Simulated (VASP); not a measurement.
ZnO, 2 atoms in the cell. It takes space group R-3m (No. 166, trigonal). The conventional cell has a = 3.087 Å, b = 3.087 Å, c = 7.117 Å, α = 90.00°, β = 90.00°, γ = 120.00°. Zn (site symmetry -3m) has 6 O at 2.14 Å within 2.8 Å. Within 2.8 Å of O (site symmetry -3m) lie 6 Zn at 2.14 Å.  This cell differs from its parent crystal: equal xy, yz and zx shear strains of -4 %.

```yaml
Program: VASP 6.6.1
Task: single point
Functional: PBE
Potentials_or_basis: VASP PAW PBE potentials, release 64 (Zn, O)
Cutoff: 600 eV
k_mesh: 11 × 11 × 11
Occupations: fermi-dirac, width 0.01 eV
Spin: no spin polarisation
Dipole_correction: no
Further_INCAR_settings: ALGO = Normal; EDIFF = 1e-06; NBANDS = 16
```

Potentials or basis: VASP PAW PBE potentials, release 64 (Zn, O).

Command:

```console
$ cat potpaw_PBE.64/Zn/POTCAR potpaw_PBE.64/O/POTCAR > POTCAR
$ mpirun -np 1 vasp_std > vasp.out
```

Hardware: 1 thread of Intel(R) Xeon(R) Platinum 8375C CPU @ 2.90GHz (Ice Lake) (shared host).

Task: Estimate the wall time of this run.

Result: Wall time 20 s on 1 thread of Intel(R) Xeon(R) Platinum 8375C CPU @ 2.90GHz (Ice Lake) (shared host), peak memory 0.17 GiB. Counts: scf iterations 12, k points 146.
